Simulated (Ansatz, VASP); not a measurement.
OsSe4 in VASP and in Ansatz

```
Os Se
1.0
     4.49639    0.00000    0.00000
    -2.24819    3.89399    0.00000
     0.00000    0.00000    6.42215
Os Se
1 4
Direct
  0.00000 0.00000 0.00000
  0.33333 0.66667 0.77802
  0.33333 0.66667 0.22198
  0.66667 0.33333 0.22198
  0.66667 0.33333 0.77802
```

Alike in both runs: task single point; functional PBE; k mesh 12 × 12 × 6; occupations gaussian, width 0.1 eV; no spin polarisation.

```csv
,VASP,Ansatz
version,VASP 6.6.1,Ansatz 0.2.0
potentials or method,"VASP PAW PBE potentials, release 64 (Os, Se), cutoff 520 eV","scalar-relativistic, plane waves, PAW"
valence electrons in the cell,32,80
```

|  | VASP | Ansatz | Ansatz less VASP |
| --- | --- | --- | --- |
| gap on the k mesh at the Fermi level (eV) | none | none | - |
| pressure (GPa) | 0.1 | 0.0 | -0.06 |
| rms of the force components (eV/Å) | 0.004 | 0.000 | -0.0036 |

Atom by atom the forces differ by 0.004 eV/Å (rms over components). A gap of «none» marks a metal or a gap that the smearing closes. VASP's potentials hold 32 valence electrons a cell and Ansatz's 80, so a difference there can come from the potentials and not from the codes.

Spin-orbit coupling is off throughout.
